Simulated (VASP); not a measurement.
Wanted: the native input for a VASP 6.6.1 run.

* Task: single point
* Functional: r2SCAN
* Potentials or basis: VASP PAW PBE potentials, release 64 (Pb_d, S)
* Cutoff: 520 eV
* k mesh: 6 × 6 × 1
* Occupations: gaussian, width 0.02 eV
* Spin: no spin polarisation
* Dipole correction: yes
* Further INCAR settings: ALGO = Normal; EDIFF = 1e-07; NBANDS = 28

PbS, a sheet with vacuum:

```
Pb S
1.0
     4.24693    0.00000    0.00000
     0.00000    4.24693    0.00000
     0.00000    0.00000   30.91340
Pb S
2 2
Direct
  0.00000 0.50000 0.24575
  0.50000 0.00000 0.33653
  0.00000 0.50000 0.33284
  0.50000 0.00000 0.24943
```

One way to write it, as run:

POSCAR

```
PbS
1.0
    4.2469317120      0.0000000000      0.0000000000
    0.0000000000      4.2469317120      0.0000000000
    0.0000000000      0.0000000000     30.9134034400
Pb S
2 2
Direct
    0.0000000000      0.5000000000      0.2457456586
    0.5000000000      0.0000000000      0.3365260422
    0.0000000000      0.5000000000      0.3328439230
    0.5000000000      0.0000000000      0.2494277778
```

INCAR.step1

```
PREC = Accurate
ENCUT = 520
ISMEAR = 0
SIGMA = 0.02
LREAL = False
LASPH = True
NELM = 60
LDIPOL = True
IDIPOL = 3
DIPOL = 0.5 0.5 0.291
NBANDS = 28
GGA = PE
ALGO = Normal
EDIFF = 1E-4
LWAVE = True
LCHARG = False
```

INCAR.step2

```
PREC = Accurate
ENCUT = 520
EDIFF = 1E-7
ISMEAR = 0
SIGMA = 0.02
LREAL = False
LASPH = True
NELM = 60
ALGO = Normal
ISIF = 2
LWAVE = False
LCHARG = True
LDIPOL = True
IDIPOL = 3
DIPOL = 0.5 0.5 0.291
METAGGA = R2SCAN
LMIXTAU = True
LELF = True
LVHAR = True
LVACPOTAV = True
NBANDS = 28
ISTART = 1
```

KPOINTS

```
regular mesh
0
Gamma
  6 6 1
```

Potentials or basis: VASP PAW PBE potentials, release 64 (Pb_d, S).

Command:

```console
$ cat potpaw_PBE.64/Pb_d/POTCAR potpaw_PBE.64/S/POTCAR > POTCAR
$ cp INCAR.step1 INCAR
$ mpirun -np 1 vasp_std > vasp.out
$ cp INCAR.step2 INCAR
$ mpirun -np 1 vasp_std > vasp.out
```

It gave:

- Largest force: 0.193 eV/Å
- Band gap on the k mesh: 2.39 eV, direct
- Ionisation potential of the upper face: 4.87 eV

Caveat: the PAW data sets were made with another functional, which shifts forces and pressure a little; spin-orbit coupling is left out, which moves the levels of the heavy elements.

Wall time 12 min on 1 thread of Intel(R) Xeon(R) 6975P-C (Granite Rapids) (shared host), peak memory 0.68 GiB.
